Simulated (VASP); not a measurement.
Set up this calculation in VASP 6.6.1, as the native input.

```
Task                   : single point
Functional             : PBE
Potentials or basis    : VASP PAW PBE potentials, release 64 (Fe)
Cutoff                 : 520 eV
k mesh                 : 11 × 11 × 11
Occupations            : fermi-dirac, width 0.05 eV
Spin                   : collinear spin, ferromagnetic start
Starting moments       : [2.2] μB
Fixed moment           : 2.2 μB
Dipole correction      : no
Further INCAR settings : ALGO = Normal; EDIFF = 1e-07; NBANDS = 14
```

The structure of Fe lies in POSCAR:

```
Fe
1.0
   -1.4430000000      1.4430000000      1.4430000000
    1.4430000000     -1.4430000000      1.4430000000
    1.4430000000      1.4430000000     -1.4430000000
Fe
1
Direct
    0.0000000000      0.0000000000      0.0000000000
```

One way to write it, as run:

INCAR

```
PREC = Accurate
ENCUT = 520
EDIFF = 1E-7
ISMEAR = -1
SIGMA = 0.05
LREAL = False
LASPH = True
NELM = 150
ALGO = Normal
ISIF = 2
LWAVE = False
LCHARG = False
ISPIN = 2
MAGMOM = 2.2
LORBIT = 11
NUPDOWN = 2.2
LMAXMIX = 4
GGA = PE
NBANDS = 14
```

KPOINTS

```
Automatic mesh
0
Gamma
  11 11 11
```

Potentials or basis: VASP PAW PBE potentials, release 64 (Fe).

The run is started by

```bash
$ cat potpaw_PBE.64/Fe/POTCAR > POTCAR
$ mpirun -np 1 vasp_std > vasp.out
```

Results of the run:

```
Pressure                                              : -10.7 GPa
Net moment                                            : 2.20 μB per cell
Site moments                                          : Fe +2.21 μB
Valence electrons inside the program's atomic spheres : Fe 7.16
```

Caveat: the total moment is fixed, so each spin has its own Fermi level.

Run time: 21 s on 1 thread of Intel(R) Xeon(R) Platinum 8259CL CPU @ 2.50GHz (Skylake/Cascade Lake) (shared host), peak memory 0.13 GiB.
